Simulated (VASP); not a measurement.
# Sn5PbSe6 (Pmmm) in VASP: single point with PBE

Aim: the single point of Sn5PbSe6 with PBE.

All numbers are computed with VASP 6.6.1; they aren't measurements. Logs are shortened: lines on timing, memory, paths and dates and some standing lists are left out, and cuts for length are marked.

## Step 1: The cell of the first run

It takes space group Pmmm (No. 47, orthorhombic). The conventional cell has a = 4.305 Å, b = 6.089 Å, c = 12.917 Å, α = 90.00°, β = 90.00°, γ = 90.00°. Within 4.0 Å of Sn (site symmetry mm2) lie 6 Se at 3.04 to 3.05 Å. Sn (site symmetry mm2) has 6 Se at 3.01 to 3.04 Å within 4.0 Å. Within 4.0 Å of Sn (site symmetry mmm) lie 6 Se at 3.04 Å. Pb (site symmetry mmm) has 6 Se at 3.04 to 3.09 Å within 4.0 Å. Se (site symmetry mm2) has 4 Sn at 3.01 to 3.05 Å and 2 Pb at 3.09 Å within 4.0 Å. Within 4.0 Å of Se (site symmetry mmm) lie 2 Pb at 3.04 Å and 4 Sn at 3.05 Å. Within 4.0 Å of Se (site symmetry mm2) lie 6 Sn at 3.04 Å. Se (site symmetry mmm) has 6 Sn at 3.03 to 3.04 Å within 4.0 Å.

## Step 2: Single point, PBE

The input, INCAR:

```
PREC = Accurate
ENCUT = 500
EDIFF = 1E-6
ISMEAR = 0
SIGMA = 0.1
LREAL = False
LASPH = True
NELM = 120
ALGO = Normal
ISIF = 2
LWAVE = False
LCHARG = True
GGA = PE
LELF = True
LVHAR = True
NBANDS = 72
GGA_COMPAT = False
```

The input, KPOINTS:

```
regular mesh
0
Gamma
  4 4 2
```

The input, POSCAR:

```
Sn5PbSe6
1.0
    4.3048162000      0.0000000000      0.0000000000
    0.0000000000      6.0892623000      0.0000000000
    0.0000000000      0.0000000000     12.9173217000
Sn Pb Se
5 1 6
Direct
    0.0000000000      0.0000000000      0.8322850000
    0.0000000000      0.0000000000      0.1677150000
    0.5000000000      0.5000000000      0.3353550000
    0.0000000000      0.0000000000      0.5000000000
    0.5000000000      0.5000000000      0.6646450000
    0.5000000000      0.5000000000      0.0000000000
    0.0000000000      0.5000000000      0.8279700000
    0.5000000000      0.0000000000      0.0000000000
    0.0000000000      0.5000000000      0.1720300000
    0.5000000000      0.0000000000      0.3337530000
    0.0000000000      0.5000000000      0.5000000000
    0.5000000000      0.0000000000      0.6662470000
```

Potentials or basis: VASP PAW PBE potentials, release 64 (Sn_d, Pb_d, Se).

Started as:

```console
$ cat potpaw_PBE.64/Sn_d/POTCAR potpaw_PBE.64/Pb_d/POTCAR potpaw_PBE.64/Se/POTCAR > POTCAR
$ mpirun -np 1 vasp_std > vasp.out
```

OUTCAR:

```text
PREC = Accurate
   ENCUT = 500
   EDIFF = 1E-6
   ISMEAR = 0
   LREAL = False
   LASPH = True
   NELM = 120
   ISIF = 2
   GGA = PE

 ion  position               nearest neighbor table
   1  0.000  0.000  0.832-  12 3.04  12 3.04   7 3.05   7 3.05   8 3.05   8 3.05
   2  0.000  0.000  0.168-  10 3.04  10 3.04   9 3.05   9 3.05   8 3.05   8 3.05
   3  0.500  0.500  0.335-   9 3.01   9 3.01  11 3.03  11 3.03  10 3.04  10 3.04
   4  0.000  0.000  0.500-  10 3.04  12 3.04  10 3.04  12 3.04  11 3.04  11 3.04
   5  0.500  0.500  0.665-   7 3.01   7 3.01  11 3.03  11 3.03  12 3.04  12 3.04
   6  0.500  0.500  0.000-   8 3.04   8 3.04   9 3.09   7 3.09   7 3.09   9 3.09
   7  0.000  0.500  0.828-   5 3.01   5 3.01   1 3.05   1 3.05   6 3.09   6 3.09
   8  0.500  0.000  0.000-   6 3.04   6 3.04   1 3.05   2 3.05   1 3.05   2 3.05
   9  0.000  0.500  0.172-   3 3.01   3 3.01   2 3.05   2 3.05   6 3.09   6 3.09
  10  0.500  0.000  0.334-   2 3.04   2 3.04   4 3.04   4 3.04   3 3.04   3 3.04
  11  0.000  0.500  0.500-   3 3.03   5 3.03   3 3.03   5 3.03   4 3.04   4 3.04
  12  0.500  0.000  0.666-   1 3.04   1 3.04   4 3.04   4 3.04   5 3.04   5 3.04

  LATTYP: Found a simple orthorhombic cell.
 ALAT       =     4.3048162000
 B/A-ratio  =     1.4145231799
 C/A-ratio  =     3.0006674153

  Lattice vectors:

 A1 = (   4.3048162000,   0.0000000000,   0.0000000000)
 A2 = (   0.0000000000,   6.0892623000,   0.0000000000)
 A3 = (   0.0000000000,   0.0000000000,  12.9173217000)

Analysis of symmetry for initial positions (statically):
=====================================================================
 Subroutine PRICEL returns:
 Original cell was already a primitive cell.

 Routine SETGRP: Setting up the symmetry group for a
 simple orthorhombic supercell.

 Subroutine GETGRP returns: Found  8 space group operations
 (whereof  8 operations were pure point group operations)
 out of a pool of  8 trial point group operations.

The static configuration has the point symmetry D_2h.

Analysis of symmetry for dynamics (positions and initial velocities):
=====================================================================
 Subroutine PRICEL returns:
 Original cell was already a primitive cell.

 Routine SETGRP: Setting up the symmetry group for a
 simple orthorhombic supercell.

 Subroutine GETGRP returns: Found  8 space group operations
 (whereof  8 operations were pure point group operations)
 out of a pool of  8 trial point group operations.

The dynamic configuration has the point symmetry D_2h.

 Subroutine INISYM returns: Found  8 space group operations
 (whereof  8 operations are pure point group operations),
 and found     1 'primitive' translations

----------------------------------------------------------------------------------------

                                     Primitive cell

  volume of cell :     338.6038

  direct lattice vectors                    reciprocal lattice vectors
     4.304816200  0.000000000  0.000000000     0.232297955  0.000000000  0.000000000
     0.000000000  6.089262300  0.000000000     0.000000000  0.164223505  0.000000000
     0.000000000  0.000000000 12.917321700     0.000000000  0.000000000  0.077415429

  length of vectors
     4.304816200  6.089262300 12.917321700     0.232297955  0.164223505  0.077415429

  position of ions in fractional coordinates (direct lattice)
     0.000000000  0.000000000  0.832285000
     0.000000000  0.000000000  0.167715000
     0.500000000  0.500000000  0.335355000
     0.000000000  0.000000000  0.500000000
     0.500000000  0.500000000  0.664645000
     0.500000000  0.500000000  0.000000000
     0.000000000  0.500000000  0.827970000
     0.500000000  0.000000000  0.000000000
     0.000000000  0.500000000  0.172030000
     0.500000000  0.000000000  0.333753000
     0.000000000  0.500000000  0.500000000
     0.500000000  0.000000000  0.666247000

  ion indices of the primitive-cell ions
   primitive index   ion index
                 1           1
                 2           2
                 3           3
                 4           4
                 5           5
                 6           6
                 7           7
                 8           8
                 9           9
                10          10
                11          11
                12          12

----------------------------------------------------------------------------------------

 KPOINTS: regular mesh

Automatic generation of k-mesh.
 Grid dimensions read from file:
 generate k-points for:    4    4    2

 Generating k-lattice:

  Cartesian coordinates                     Fractional coordinates (reciprocal lattice)
     0.058074489  0.000000000  0.000000000     0.250000000  0.000000000  0.000000000
     0.000000000  0.041055876  0.000000000     0.000000000  0.250000000  0.000000000
     0.000000000  0.000000000  0.038707714     0.000000000  0.000000000  0.500000000

  Length of vectors
     0.058074489  0.041055876  0.038707714

  Shift w.r.t. Gamma in fractional coordinates (k-lattice)
     0.000000000  0.000000000  0.000000000

 Subroutine IBZKPT returns following result:
 ===========================================

 Found     18 irreducible k-points:

 Following reciprocal coordinates:
            Coordinates               Weight
  0.000000  0.000000  0.000000      1.000000
  0.250000  0.000000  0.000000      2.000000
  0.500000  0.000000  0.000000      1.000000
  0.000000  0.250000  0.000000      2.000000
  0.250000  0.250000  0.000000      4.000000
  0.500000  0.250000  0.000000      2.000000
[... 10 lines left out ...]
  0.250000  0.500000  0.500000      2.000000
  0.500000  0.500000  0.500000      1.000000
   k-points           NKPTS =     18   k-points in BZ     NKDIM =     18   number of bands    NBANDS=     72
   number of dos      NEDOS =    301   number of ions     NIONS =     12
   total plane-waves  NPLWV = 147456
   dimension x,y,z NGX =    32 NGY =   48 NGZ =   96
   dimension x,y,z NGXF=    64 NGYF=   96 NGZF=  192
   ions per type =               5   1   6
   NGX,Y,Z   is equivalent  to a cutoff of  12.36, 13.10, 12.36 a.u.
   NGXF,Y,Z  is equivalent  to a cutoff of  24.72, 26.21, 24.71 a.u.
 SYSTEM =  unknown system
   PREC   = accura    normal or accurate (medium, high low for compatibility)
   ISTART =      0    job   : 0-new  1-cont  2-samecut
   ICHARG =      2    charge: 1-file 2-atom 10-const
   ISPIN  =      1    spin polarized calculation?
   LNONCOLLINEAR =      F non collinear calculations
   LSORBIT =      F    spin-orbit coupling
   LASPH  =      T    aspherical Exc in radial PAW
   ENCUT  =  500.0 eV  36.75 Ry    6.06 a.u.   7.85 11.10 23.55*2*pi/ulx,y,z
   NELM   =    120;   NELMIN=  2; NELMDL= -5     # of ELM steps
   EDIFF  = 0.1E-05   stopping-criterion for ELM
   LREAL  =      F    real-space projection
[... 7 lines left out ...]
   TEBEG  =    0.0;   TEEND  =   0.0 temperature during run
   PSTRESS=    0.0 pullay stress
   NELECT =     120.0000    total number of electrons
   NUPDOWN=      -1.0000    fix difference up-down
   EMIN   =  10.00;   EMAX   =-10.00  energy-range for DOS
   EFERMI =   0.00;   METHOD = LEGACY
   ISMEAR =     0;   SIGMA  =   0.10  broadening in eV -4-tet -1-fermi 0-gaus
   EFERMI_NEDOS =   21; number of points for ismear=-14 and -15
   IALGO  =     38    algorithm
   IMIX   =      4    mixing-type and parameters
     AMIX     =   0.40;   BMIX     =  1.00
     AMIX_MAG =   1.60;   BMIX_MAG =  1.00
  volume/ion in A,a.u.               =      28.22       190.42
  Fermi-wavevector in a.u.,A,eV,Ry     =   1.158523  2.189291 18.261407  1.342176
  Thomas-Fermi vector in A             =   2.295124
   LORBIT       =      0    0 simple, 1 ext, 2 COOP (PROOUT), +10 PAW based schemes
   GGA     = PE    functional components
   LHFCALC =     F    Hartree Fock is set to
   AEXX    =    0.0000 exact exchange contribution
   IVDW    =     0    specifies the selected vdW correction
   LEPSILON=     F    determine dielectric tensor
   LRPA    =     F    only Hartree local field effects (RPA)
 non-spin polarized calculation
 Gauss-broadening in eV      SIGMA  =   0.10
  energy-cutoff  :      500.00
  volume of cell :      338.60
 maximum number of plane-waves:      8636
 NGX is ok and might be reduce to    32
   NGX = 15   NGY = 23   NGZ = 47

 number of electron     120.0000043 magnetization

 Free energy of the ion-electron system (eV)
  ---------------------------------------------------
  ext. energy  EPLUGINS =         0.00000000
  ---------------------------------------------------
  free energy    TOTEN  =       -49.26366550 eV

  energy without entropy =      -49.26177351  energy(sigma->0) =      -49.26271951

 E-fermi :   5.4166     XC(G=0):  -9.4770

 val. band max:        5.2847510346   @ k =   0.0000   0.5000   0.5000
 cond. band min:       5.5194644452   @ k =   0.0000   0.5000   0.5000
 fundamental gap:      0.2347134105
 Fermi energy:         5.4165958483

 k-point     1 :       0.0000    0.0000    0.0000
  band No.  band energies     occupation
      1     -16.3926      2.00000
      2     -16.3843      2.00000
      3     -16.3840      2.00000
      4     -16.3767      2.00000
      5     -16.3760      2.00000
      6     -16.3748      2.00000
[... 64 lines left out ...]
     71       9.1972      0.00000
     72       9.5076      0.00000

 k-point     2 :       0.2500    0.0000    0.0000
  band No.  band energies     occupation
      1     -16.3882      2.00000
      2     -16.3836      2.00000
      3     -16.3814      2.00000
      4     -16.3787      2.00000
      5     -16.3780      2.00000
      6     -16.3765      2.00000
[... 1192 lines left out ...]
 k-point    18 :       0.5000    0.5000    0.5000
  band No.  band energies     occupation
      1     -16.3871      2.00000
      2     -16.3805      2.00000
      3     -16.3786      2.00000
      4     -16.3786      2.00000
      5     -16.3756      2.00000
      6     -16.3746      2.00000
[... 64 lines left out ...]
     71       8.2152      0.00000
     72       8.2506      0.00000

------------------------ aborting loop because EDIFF is reached ----------------------------------------

  FORCE on cell =-STRESS in cart. coord.  units (eV):
  Direction    XX          YY          ZZ          XY          YZ          ZX
  --------------------------------------------------------------------------------------
  -------------------------------------------------------------------------------------
  Total       -0.9386914     -0.2530848     -0.9659650      0.0000000      0.0000000      0.0000000
  in kB       -4.4416224     -1.1975259     -4.5706734      0.0000000      0.0000000      0.0000000
  external PRESSURE =      -3.4032739 kB  Pullay stress =       0.0000000 kB

 VOLUME and BASIS-vectors are now :
 -----------------------------------------------------------------------------
  energy-cutoff  :      500.00
  volume of cell :      338.60
      direct lattice vectors                 reciprocal lattice vectors
     4.304816200  0.000000000  0.000000000     0.232297955  0.000000000  0.000000000
     0.000000000  6.089262300  0.000000000     0.000000000  0.164223505  0.000000000
     0.000000000  0.000000000 12.917321700     0.000000000  0.000000000  0.077415429

 POSITION                                       TOTAL-FORCE (eV/Angst)
 -----------------------------------------------------------------------------------
      0.00000      0.00000     10.75089         0.000000      0.000000      0.001778
      0.00000      0.00000      2.16643         0.000000      0.000000     -0.001778
      2.15241      3.04463      4.33189         0.000000      0.000000     -0.009917
      0.00000      0.00000      6.45866         0.000000      0.000000      0.000000
      2.15241      3.04463      8.58543         0.000000      0.000000      0.009917
      2.15241      3.04463      0.00000         0.000000      0.000000      0.000000
      0.00000      3.04463     10.69515         0.000000      0.000000     -0.024196
      2.15241      0.00000      0.00000         0.000000      0.000000      0.000000
      0.00000      3.04463      2.22217         0.000000      0.000000      0.024196
      2.15241      0.00000      4.31119         0.000000      0.000000     -0.005846
      0.00000      3.04463      6.45866         0.000000      0.000000      0.000000
      2.15241      0.00000      8.60613         0.000000      0.000000      0.005846
 -----------------------------------------------------------------------------------
    total drift:                                0.000000     -0.000000      0.000000

  FREE ENERGIE OF THE ION-ELECTRON SYSTEM (eV)
  ---------------------------------------------------
  free  energy   TOTEN  =       -49.2636654980 eV

  energy  without entropy=      -49.2617735143  energy(sigma->0) =      -49.26271951
```

Run time: 11 min. Hardware: 1 thread of Intel Xeon 8259CL, shared host; peak memory 0.6 GiB.

Results:

- Free energy: -49.2637 eV
- Pressure: -0.3 GPa
- Largest force: 0.024 eV/Å
- Band gap on the k mesh: 0.23 eV

Forces in eV/Å, atoms in the order of the input:
```
Sn   0.000  0.000  0.002
Sn   0.000  0.000 -0.002
Sn   0.000  0.000 -0.010
Sn   0.000  0.000  0.000
Sn   0.000  0.000  0.010
Pb   0.000  0.000  0.000
Se   0.000  0.000 -0.024
Se   0.000  0.000  0.000
Se   0.000  0.000  0.024
Se   0.000  0.000 -0.006
Se   0.000  0.000  0.000
Se   0.000  0.000  0.006
```

Levels at points of the mesh, in eV from the valence-band top:
```
           k point  band 56  band 57  band 58  band 59  band 60  band 61  band 62  band 63  band 64  band 65
(0.00, 0.00, 0.00)    -1.87    -1.77    -1.73    -0.59    -0.52     1.20     1.31     1.83     1.94     2.41
(0.50, 0.00, 0.00)    -2.78    -2.03    -1.98    -0.74    -0.65     1.08     1.14     1.68     1.79     3.41
(0.00, 0.50, 0.00)    -1.68    -0.79    -0.55    -0.50    -0.48     0.69     0.75     0.76     0.80     1.91
(0.50, 0.50, 0.00)    -0.89    -0.89    -0.86    -0.02     0.00     0.27     0.42     1.19     1.19     1.20
(0.00, 0.00, 0.50)    -1.96    -1.60    -1.57    -0.76    -0.65     1.08     1.14     1.68     1.78     2.96
(0.50, 0.00, 0.50)    -3.15    -1.58    -1.40    -1.36    -1.28     1.80     1.82     1.84     1.92     3.14
(0.00, 0.50, 0.50)    -1.35    -1.33    -1.31    -0.01     0.00     0.23     0.42     1.22     1.25     1.28
(0.50, 0.50, 0.50)    -0.86    -0.80    -0.70    -0.60    -0.60     0.70     0.72     0.72     0.83     1.42
```

Caveat: spin-orbit coupling is left out, which moves the levels of the heavy elements. A k mesh can miss the band edges.
